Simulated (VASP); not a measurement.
**As: single point with PBE**

As:

```xyz
3
Lattice="3.8528 0.0000 0.0000 -1.9264 3.3366 0.0000 0.0000 0.0000 2.2503" Properties=species:S:1:pos:R:3 pbc="T T T"
As    0.0000    0.0000    0.0000
As    0.0000    2.2244    1.1251
As    1.9264    1.1122    1.1251
```

| Property | Result |
| --- | --- |
| Program | VASP 6.6.1 |
| Task | single point |
| Functional | PBE |
| Potentials or basis | VASP PAW PBE potentials, release 64 (As) |
| Cutoff | 520 eV |
| k mesh | 8 × 8 × 10 |
| Occupations | fermi-dirac, width 0.1 eV |
| Spin | no spin polarisation |

```yaml
Pressure: 255.1 GPa
```

Stress tensor (GPa, compression positive):
```
255.02   0.00   0.00
  0.00 255.02   0.00
  0.00   0.00 255.13
```

Levels at points of the mesh, in eV from the Fermi level:
| k point | band 4 | band 5 | band 6 | band 7 | band 8 | band 9 | band 10 | band 11 | band 12 | band 13 |
| --- | --- | --- | --- | --- | --- | --- | --- | --- | --- | --- |
| (0.00, 0.00, 0.00) | -10.05 | -10.05 | -9.80 | -9.80 | 3.98 | 8.40 | 13.08 | 13.08 | 15.20 | 15.28 |
| (0.50, 0.00, 0.00) | -13.62 | -0.66 | -0.41 | 0.34 | 0.52 | 4.31 | 7.58 | 7.63 | 8.68 | 11.22 |
| (0.00, 0.00, 0.50) | -4.93 | -4.93 | -4.54 | -2.85 | -2.54 | -2.54 | -1.74 | -1.60 | -1.60 | 1.11 |
| (0.50, 0.00, 0.50) | -12.15 | -7.12 | -6.62 | -6.57 | -4.35 | 4.64 | 4.84 | 6.24 | 7.86 | 8.43 |

Wall time 23 s on 1 thread of Intel(R) Xeon(R) Platinum 8259CL CPU @ 2.50GHz (Skylake/Cascade Lake), on a shared host, peak memory 0.15 GiB.
